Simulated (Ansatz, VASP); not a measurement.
# Al2Cu: VASP beside Ansatz

Contents of INCAR:

```
PREC = Accurate
ENCUT = 600
EDIFF = 1E-6
ISMEAR = 0
SIGMA = 0.1
LREAL = F
LASPH = T
NELM = 60
ALGO = Normal
ISIF = 3
LWAVE = F
LCHARG = F
GGA = PE
IBRION = 2
NSW = 90
EDIFFG = -0.04
```

Contents of KPOINTS:

```
Automatic mesh
0
Gamma
  6 6 6
```

Contents of POSCAR:

```
Al2Cu
1.0
    2.0633095300      1.1912523100      3.2974690500
   -2.0633095300      1.1912523100      3.2974690500
    0.0000000000     -2.3825046200      3.2974690500
Al Cu
2 1
Direct
    0.6725752900      0.6725752900      0.6725752900
    0.9069950100      0.9069950100      0.9069950100
    0.2009238100      0.2009238100      0.2009238100
```

Input for Ansatz:

```yaml
crystal:
  lattice:
    - [2.06330953, 1.19125231, 3.29746905]
    - [-2.06330953, 1.19125231, 3.29746905]
    - [0.0, -2.38250462, 3.29746905]
  atoms:
    - { symbol: Al, position: [0.67257529, 0.67257529, 0.67257529] }
    - { symbol: Al, position: [0.90699501, 0.90699501, 0.90699501] }
    - { symbol: Cu, position: [0.20092381, 0.20092381, 0.20092381] }
basis:
  ecutwfc: 420
kpoints:
  mp_grid: { grid: [6, 6, 6] }
hamiltonian:
  xc: pbe
scf:
  occupations: { method: gaussian, width: 0.1 }
  lower_state_search: "off"
output:
  forces: true
  stress: true
  eigenvalues: true
relax:
  adjacent_minimum: "off"
  f_tol: 0.04
  max_steps: 70
  cell: { stress_tol: 0.4 }
```

Alike in both runs: task relaxation of cell and atoms; functional PBE; k mesh 6 × 6 × 6; occupations gaussian, width 0.1 eV; no spin polarisation.

|  | VASP | Ansatz |
| --- | --- | --- |
| version | VASP 6.6.1 | Ansatz 0.2.0 |
| potentials or method | VASP PAW PBE potentials, release 64 (Al, Cu), cutoff 600 eV | scalar-relativistic, plane waves, PAW |
| valence electrons in the cell | 17 | 25 |

VASP gave:

* gap on the k mesh at the Fermi level, each at its own relaxed structure (eV): none
* relaxed volume (Å³/atom): 17.58
* relaxed cell length with the largest relative difference (Å): 4.135

Problem. What did Ansatz give for the same quantities?

Solution. gap on the k mesh at the Fermi level, each at its own relaxed structure (eV): none; relaxed volume (Å³/atom): 17.53; relaxed cell length with the largest relative difference (Å): 4.154.

A gap of «none» marks a metal or a gap that the smearing closes. VASP's potentials hold 17 valence electrons a cell and Ansatz's 25, so a difference there can come from the potentials and not from the codes.
